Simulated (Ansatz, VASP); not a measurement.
# Two plane-wave programs on CdTe

```
Cd Te
1.0
     0.00000    3.69990    2.40494
     3.69990    0.00000    2.40494
     3.69990    3.69990    0.00000
Cd Te
1 1
Cartesian
  0.0000 0.0000 0.0000
  5.5499 5.5499 3.6074
```

Alike in both runs: task single point; functional r2SCAN; k mesh 8 × 8 × 8; occupations gaussian, width 0.05 eV; no spin polarisation.

```csv
,VASP,Ansatz
version,VASP 6.6.1,Ansatz 0.2.0
potentials or method,"VASP PAW PBE potentials, release 64 (Cd, Te), cutoff 520 eV","scalar-relativistic, plane waves, PAW"
valence electrons in the cell,18,36
```

Ansatz gave:

- gap on the k mesh at the Fermi level (eV): 0.41
- least direct gap on the mesh (eV): 0.41
- pressure (GPa): -0.3
- traceless stress, the component that is largest in VASP (GPa): 2.35

Task: What did VASP give for the same quantities?

Result: gap on the k mesh at the Fermi level (eV): 0.40; least direct gap on the mesh (eV): 0.40; pressure (GPa): -0.2; traceless stress, the component that is largest in VASP (GPa): 2.32.

VASP's potentials were made for PBE, not for r2SCAN. With one functional, cell and mesh, what is left measures potentials, basis and numerics. VASP's potentials hold 18 valence electrons a cell and Ansatz's 36, so a difference there can come from the potentials and not from the codes.

Neither program's run includes spin-orbit coupling.
